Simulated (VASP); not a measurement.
Wanted: the native input for a VASP 6.6.1 run.

- Task: single point
- Functional: LDA
- Potentials or basis: VASP PAW LDA potentials, release 64 (Zr_sv, H)
- Cutoff: 500 eV
- k mesh: 11 × 11 × 11
- Occupations: fermi-dirac, width 0.1 eV
- Spin: no spin polarisation
- Dipole correction: no
- Further INCAR settings: ALGO = Normal; EDIFF = 1e-06; NBANDS = 14

The structure of ZrH lies in POSCAR:

```
ZrH
1.0
   -1.6534276208      1.6534276208      2.4756438294
    1.6534276208     -1.6534276208      2.4756438294
    1.6534276208      1.6534276208     -2.4756438294
Zr H
1 1
Direct
    0.0000000000      0.0000000000      0.0000000000
    0.7500000000      0.2500000000      0.5000000000
```

These files were run (other wordings do the same):

INCAR

```
SYSTEM = ZrH
PREC = Accurate ; ENCUT = 500
EDIFF = 1E-6 ; ISMEAR = -1
SIGMA = 0.1 ; LREAL = .FALSE.
LASPH = .TRUE. ; NELM = 120
ALGO = Normal ; ISIF = 2
LWAVE = .FALSE. ; LCHARG = .FALSE.
NBANDS = 14 ; GGA_COMPAT = .FALSE.
```

KPOINTS

```
Automatic mesh
0
G
  11 11 11
  0 0 0
```

Potentials or basis: VASP PAW LDA potentials, release 64 (Zr_sv, H).

Command:

```sh
$ cat potpaw_LDA.64/Zr_sv/POTCAR potpaw_LDA.64/H/POTCAR > POTCAR
$ mpirun -np 1 vasp_std > vasp.out
```

Results of the run:

```json
{
 "Pressure": "-6.4 GPa",
 "Band gap on the k mesh": "zero (an odd number of electrons rules out a gap without spin polarisation)"
}
```

Caveat: the cell stands under tension.

Run time: 23 s on 1 thread of Intel(R) Xeon(R) Platinum 8488C (Sapphire Rapids), with other jobs on the host, peak memory 0.17 GiB.
